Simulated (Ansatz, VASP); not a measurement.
**InGa2As3 in VASP and in Ansatz**

```xyz
6
Lattice="4.1661 0.0000 0.0000 -2.0831 3.6080 0.0000 0.0000 0.0000 10.2422" Properties=species:S:1:pos:R:3 pbc="T T T"
In    0.0000    2.4053    6.8434
Ga    0.0000    0.0000    0.0673
Ga    2.0831    1.2027    3.3507
As    0.0000    0.0000    2.5599
As    2.0831    1.2027    5.8303
As    0.0000    2.4053    9.5146
```

Alike in both runs: functional PBE; k mesh 12 × 12 × 4; occupations gaussian, width 0.1 eV; no spin polarisation.

Ansatz relaxed the structure, and its values are those at the end. VASP's run is a single point on that final structure, the one shown.

|  | VASP | Ansatz |
| --- | --- | --- |
| version | VASP 6.6.1 | Ansatz 0.2.0 |
| potentials or method | VASP PAW PBE potentials, release 64 (In_d, Ga_d, As), cutoff 520 eV | scalar-relativistic, plane waves, PAW |
| valence electrons in the cell | 54 | 84 |

|  | VASP | Ansatz | Ansatz less VASP |
| --- | --- | --- | --- |
| gap on the k mesh at the Fermi level (eV) | none | none | - |
| pressure (GPa) | 0.1 | 0.0 | -0.12 |
| rms of the force components (eV/Å) | 0.003 | 0.001 | -0.0022 |

A gap of «none» marks a metal or a gap that the smearing closes. VASP's potentials hold 54 valence electrons a cell and Ansatz's 84, so a difference there can come from the potentials and not from the codes.
